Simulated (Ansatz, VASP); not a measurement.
**One calculation of As, two programs**

```
As
1.0
     2.72911    0.00000    0.00000
     0.00000    2.72911    0.00000
     0.00000    0.00000    2.72911
As
1
Direct
  0.00000 0.00000 0.00000
```

Alike in both runs: functional PBE; k mesh 15 × 15 × 15; occupations fermi-dirac, width 0.08 eV; no spin polarisation.

Ansatz relaxed the structure, and its values are those at the end. VASP's run is a single point on that final structure, the one shown.

|  | VASP | Ansatz |
| --- | --- | --- |
| version | VASP 6.6.1 | Ansatz 0.2.0 |
| potentials or method | VASP PAW PBE potentials, release 64 (As) | PAW with Ansatz's default frozen-core files, scalar-relativistic |
| plane-wave cutoff (eV) | 520 | 420 |
| valence electrons in the cell | 5 | 15 |

|  | VASP | Ansatz | Ansatz less VASP |
| --- | --- | --- | --- |
| pressure (GPa) | 0.1 | 0.0 | -0.16 |

VASP's potentials hold 5 valence electrons a cell and Ansatz's 15, so a difference there can come from the potentials and not from the codes.
